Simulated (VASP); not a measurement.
Here is a VASP 6.6.1 calculation.

File INCAR:

```
SYSTEM = ZnCu
ALGO = Normal
EDIFF = 1E-7
ENCUT = 520
GGA = PE
ISIF = 2
ISMEAR = -1
LASPH = .TRUE.
LCHARG = .TRUE.
LELF = .TRUE.
LREAL = .FALSE.
LVHAR = .TRUE.
LWAVE = .FALSE.
NBANDS = 18
NELM = 100
PREC = Accurate
SIGMA = 0.05
```

The input KPOINTS:

```
k-points
0
G
  10 10 10
  0 0 0
```

POSCAR

```
ZnCu
1.0
    2.9450000000      0.0000000000      0.0000000000
    0.0000000000      2.9450000000      0.0000000000
    0.0000000000      0.0000000000      2.9450000000
Zn Cu
1 1
Direct
    0.5000000000      0.5000000000      0.5000000000
    0.0000000000      0.0000000000      0.0000000000
```

Potentials or basis: VASP PAW PBE potentials, release 64 (Zn, Cu).

Run with:

```bash
$ cat potpaw_PBE.64/Zn/POTCAR potpaw_PBE.64/Cu/POTCAR > POTCAR
$ mpirun -np 1 vasp_std > vasp.out
```

Q: Estimate the band gap on the k mesh.

A: Zero (an odd number of electrons rules out a gap without spin polarisation).

Q: Predict the pressure.

A: 2.9 GPa.
